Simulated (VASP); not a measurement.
The system is WS2 (Tungstenite).

```
W S
1.0
     3.24237    0.00000    0.00000
    -1.62118    2.80797    0.00000
     0.00000    0.00000   12.74516
W S
2 4
Direct
  0.66667 0.33333 0.75000
  0.33333 0.66667 0.25000
  0.66667 0.33333 0.37500
  0.33333 0.66667 0.87500
  0.66667 0.33333 0.12500
  0.33333 0.66667 0.62500
```

Base run:

* Program: VASP 6.6.1
* Functional: PBE
* Dispersion: D3(BJ)
* Potentials or basis: VASP PAW PBE potentials, release 64 (W_sv, S)
* Cutoff: 520 eV
* k mesh: 10 × 10 × 3
* Occupations: fermi-dirac, width 0.05 eV
* Spin: no spin polarisation

Its results: band gap on the k mesh 1.17 eV, indirect (least direct gap 1.93 eV); pressure -9.5 GPa; largest force 0.806 eV/Å.

Q: The run is repeated on the same cell with these changes: dispersion from D3(BJ) to none. What comes out?

A: Band gap on the k mesh 1.17 eV, indirect (least direct gap 1.93 eV); pressure -6.2 GPa; largest force 0.811 eV/Å.

Dispersion adds attraction, which lowers the pressure at fixed volume and, as a term added to the energy, leaves the levels alone.

Caveats: spin-orbit coupling is left out, which moves the levels of the heavy elements; this functional lacks dispersion, which binds the layers, so the pressure and a relaxed spacing across them are unreliable (some runs).

A k mesh can miss the band edges.
